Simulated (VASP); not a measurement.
**CoO: single point with PBEsol**

The system is CoO.

```xyz
2
Lattice="2.5725 0.0000 0.0000 0.0000 2.5725 0.0000 0.0000 0.0000 2.5725" Properties=species:S:1:pos:R:3 pbc="T T T"
Co    0.0000    0.0000    0.0000
O     1.2862    1.2862    1.2862
```

| Property | Result |
| --- | --- |
| Program | VASP 6.6.1 |
| Task | single point |
| Functional | PBEsol |
| Potentials or basis | VASP PAW PBE potentials, release 64 (Co, O) |
| Cutoff | 520 eV |
| k mesh | 16 × 16 × 16 |
| Occupations | gaussian, width 0.1 eV |
| Spin | collinear spin, ferromagnetic start |
| Starting moments | [4.5, 0.0] μB |

```json
{
  "Pressure": "-0.4 GPa",
  "Band gap on the k mesh": "zero (filled and empty bands overlap)",
  "Net moment": "3.00 μB per cell",
  "Site moments": "Co +2.48; O +0.46 μB",
  "Valence electrons inside the program's atomic spheres": "Co 7.90; O 4.92"
}
```

Levels at points of the mesh, in eV from the Fermi level:
Spin up:
| k point | band 7 | band 8 | band 9 | band 10 | band 11 | band 12 |
| --- | --- | --- | --- | --- | --- | --- |
| (0.00, 0.00, 0.00) | -2.42 | -2.42 | -2.42 | 1.00 | 15.63 | 15.63 |
| (0.50, 0.00, 0.00) | -1.56 | -0.22 | -0.22 | 6.40 | 8.46 | 16.39 |
| (0.50, 0.50, 0.00) | -3.05 | -2.00 | -1.52 | 5.91 | 11.50 | 11.50 |
| (0.50, 0.50, 0.50) | -0.18 | -0.18 | -0.18 | 6.77 | 6.77 | 6.77 |
Spin down:
| k point | band 3 | band 4 | band 5 | band 6 | band 7 | band 8 | band 9 | band 10 |
| --- | --- | --- | --- | --- | --- | --- | --- | --- |
| (0.00, 0.00, 0.00) | -2.64 | -2.13 | -2.13 | -2.13 | 0.48 | 0.48 | 0.48 | 1.72 |
| (0.50, 0.00, 0.00) | -3.14 | -3.14 | -2.16 | 0.59 | 0.63 | 1.91 | 1.91 | 6.91 |
| (0.50, 0.50, 0.00) | -6.03 | -2.23 | -1.09 | -0.44 | -0.30 | -0.30 | 0.85 | 7.01 |
| (0.50, 0.50, 0.50) | -6.55 | -6.55 | 0.90 | 0.90 | 2.23 | 2.23 | 2.23 | 7.16 |

It took 90 s on 1 thread of Intel(R) Xeon(R) 6975P-C (Granite Rapids), on a shared host, peak memory 0.19 GiB.

Caveat: the PAW data sets were made with another functional, which shifts forces and pressure a little; a cell with one magnetic atom can't hold antiferromagnetic order, which such compounds often take; semilocal functionals often make such compounds metallic where correlation or magnetic order opens a gap, which also shifts bond lengths. With open d or f shells a metallic result of PBEsol can be an artefact of self-interaction; +U or a hybrid may open a gap.
